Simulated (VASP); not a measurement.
Here is a VASP 6.6.1 calculation.

File INCAR:

```
SYSTEM = Hf2TaN2
PREC     = Accurate       ! precision mode
ENCUT    = 520            ! plane-wave cutoff, eV
EDIFF    = 1E-7           ! SCF threshold, eV
ISMEAR   = 0              ! smearing method
SIGMA    = 0.1            ! smearing width, eV
LREAL    = .False.        ! projectors in reciprocal space
LASPH    = .True.         ! aspherical terms in the spheres
NELM     = 150            ! most SCF steps
ALGO     = Normal         ! electronic algorithm
ISIF     = 2              ! what is computed and relaxed
LWAVE    = .False.        ! write WAVECAR
LCHARG   = .False.        ! write CHGCAR
ISPIN    = 2              ! spin polarisation
MAGMOM   = 0 0 1 0 0      ! initial moments
LORBIT   = 11             ! projections on sites
LMAXMIX  = 4              ! l up to which the mixer works
GGA      = PE             ! functional
NBANDS   = 32             ! bands
```

File KPOINTS:

```
regular mesh
0
Gamma
  6 6 4
  0 0 0
```

The input POSCAR:

```
Hf2TaN2
1.0
    4.5400050500      0.0000000000      0.0000000000
   -2.2700025200      3.9317597000      0.0000000000
    0.0000000000      0.0000000000      4.1314351300
Hf Ta N
2 1 2
Direct
    0.3333333300      0.6666666700      0.5000000000
    0.6666666700      0.3333333300      0.5000000000
    0.0000000000      0.0000000000      0.0000000000
    0.3333333300      0.6666666700      0.0000000000
    0.6666666700      0.3333333300      0.0000000000
```

Potentials or basis: VASP PAW PBE potentials, release 64 (Hf_pv, Ta_pv, N).

The run is started by

```bash
$ cat potpaw_PBE.64/Hf_pv/POTCAR potpaw_PBE.64/Ta_pv/POTCAR potpaw_PBE.64/N/POTCAR > POTCAR
$ mpirun -np 1 vasp_std > vasp.out
```

(1) Predict the net moment.

(2) Predict the pressure.

## Answers

(1) 0.00 μB per cell.

(2) 2.0 GPa.

Caveat: the k points lie up to 0.38 Å⁻¹ apart.
